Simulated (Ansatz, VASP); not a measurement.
# ZnO in VASP and in Ansatz

```
Zn O
1.0
     3.26019    0.00000    0.00000
    -1.63010    2.82341    0.00000
     0.00000    0.00000    5.22109
Zn O
2 2
Cartesian
  0.0000 1.8823 0.0000
  1.6301 0.9411 2.6105
  0.0000 1.8823 1.9950
  1.6301 0.9411 4.6055
```

Change from the starting cell: volume scaled by 1.01, crystal datasets.

Alike in both runs: task electric field gradients; functional LDA; k mesh 11 × 11 × 6; occupations fermi-dirac, width 0.02 eV; no spin polarisation.

|  | VASP | Ansatz |
| --- | --- | --- |
| version | VASP 6.6.1 | Ansatz 0.2.0 |
| potentials or method | VASP PAW LDA potentials, release 64 (Zn, O), cutoff 520 eV | all-electron PAW with datasets made for the crystal, scalar-relativistic |

```csv
,VASP,Ansatz,Ansatz less VASP
pressure (GPa),-7.3,-8.3,-0.98
"traceless stress, the component that is largest in VASP (GPa)",0.44,0.44,+0.007
rms of the force components (eV/Å),0.023,0.023,-0.0002
size of Vzz on the site where it differs most (V/Å²),7.7,7.1,-0.61
```

LDA's correlation is that of Perdew and Zunger in VASP and of Perdew and Wang (1992) in Ansatz. Atom by atom the forces differ by 0.000 eV/Å (rms over components). Ansatz ran all-electron here, and VASP with PAW potentials.
